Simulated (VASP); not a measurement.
Set up this calculation in VASP 6.6.1, as the native input.

```yaml
Task: single point
Functional: PBE
Potentials_or_basis: VASP PAW PBE potentials, release 64 (Pd, Pt)
Cutoff: 520 eV
k_mesh: 3 × 3 × 5
Occupations: gaussian, width 0.2 eV
Spin: no spin polarisation
Dipole_correction: no
Further_INCAR_settings: ALGO = Normal; EDIFF = 1e-06; NBANDS = 33
```

The structure of Pd4Pt lies in POSCAR:

```
Pd4Pt
1.0
    3.9433062384     -4.2375043974      0.0000000000
    3.9433062384      4.2375043974      0.0000000000
    0.0000000000      0.0000000000      2.6975473786
Pd Pt
4 1
Direct
    0.3261738838      0.3261738838      0.0000000000
    0.2686215080      0.7313784920      0.5000000000
    0.7313784920      0.2686215080      0.5000000000
    0.6738261162      0.6738261162      0.0000000000
    0.0000000000      0.0000000000      0.0000000000
```

The cell was built from a structure type or drawn by symmetry, and may not be a known phase.

The input as run:

INCAR

```
SYSTEM = Pd4Pt
  ALGO = Normal
  EDIFF = 1E-6
  ENCUT = 520
  GGA = PE
  ISIF = 2
  ISMEAR = 0
  LASPH = .TRUE.
  LCHARG = .FALSE.
  LREAL = .FALSE.
  LWAVE = .FALSE.
  NBANDS = 33
  NELM = 100
  PREC = Accurate
  SIGMA = 0.2
```

KPOINTS

```
k-points
0
G
  3 3 5
  0 0 0
```

Potentials or basis: VASP PAW PBE potentials, release 64 (Pd, Pt).

Command:

```sh
$ cat potpaw_PBE.64/Pd/POTCAR potpaw_PBE.64/Pt/POTCAR > POTCAR
$ mpirun -np 1 vasp_std > vasp.out
```

Results of the run:

* Pressure: -0.1 GPa
* Largest force: 0.008 eV/Å
* Band gap on the k mesh: zero (bands 25 and 26 overlap by 0.85 eV)

Caveat: the k points lie up to 0.47 Å⁻¹ apart, too coarse for converged energies and pressures of a metal; spin-orbit coupling is left out, which moves the levels of the heavy elements.

Run time: 51 s on 1 thread of Intel Xeon 8259CL, with other jobs on the host, peak memory 0.21 GiB.
